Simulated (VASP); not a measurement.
Input of a VASP 6.6.1 run:

File INCAR:

```
SYSTEM = TiAl
PREC = Accurate
ENCUT = 520
EDIFF = 1E-6
ISMEAR = 0
SIGMA = 0.15
LREAL = .FALSE.
LASPH = .TRUE.
NELM = 60
ALGO = Fast
ISIF = 2
LWAVE = .FALSE.
LCHARG = .FALSE.
GGA = PS
NBANDS = 14
```

The input KPOINTS:

```
regular mesh
0
G
  16 16 16
  0 0 0
```

File POSCAR:

```
TiAl
1.0
    3.4333891200      0.0000000000      0.0000000000
    0.0000000000      3.4333891200      0.0000000000
    0.0000000000      0.0000000000      3.1790640000
Ti Al
1 1
Direct
    0.0000000000      0.0000000000      0.0000000000
    0.5000000000      0.5000000000      0.5000000000
```

Potentials or basis: VASP PAW PBE potentials, release 64 (Ti_sv, Al).

Launch:

```bash
$ cat potpaw_PBE.64/Ti_sv/POTCAR potpaw_PBE.64/Al/POTCAR > POTCAR
$ mpirun -np 1 vasp_std > vasp.out
```

Problem. What does it give for the pressure?

Solution. -14.4 GPa.

Problem. Predict the band gap on the k mesh.

Solution. Zero (an odd number of electrons rules out a gap without spin polarisation).

Stress tensor (GPa, compression positive):
```
-13.63   0.00   0.00
  0.00 -13.63   0.00
  0.00   0.00 -15.87
```

Caveat: the cell differs from its parent crystal (strain +0.080 along x and y, +0.000 along z); the cell stands under tension; the PAW data sets were made with another functional, which shifts forces and pressure a little.
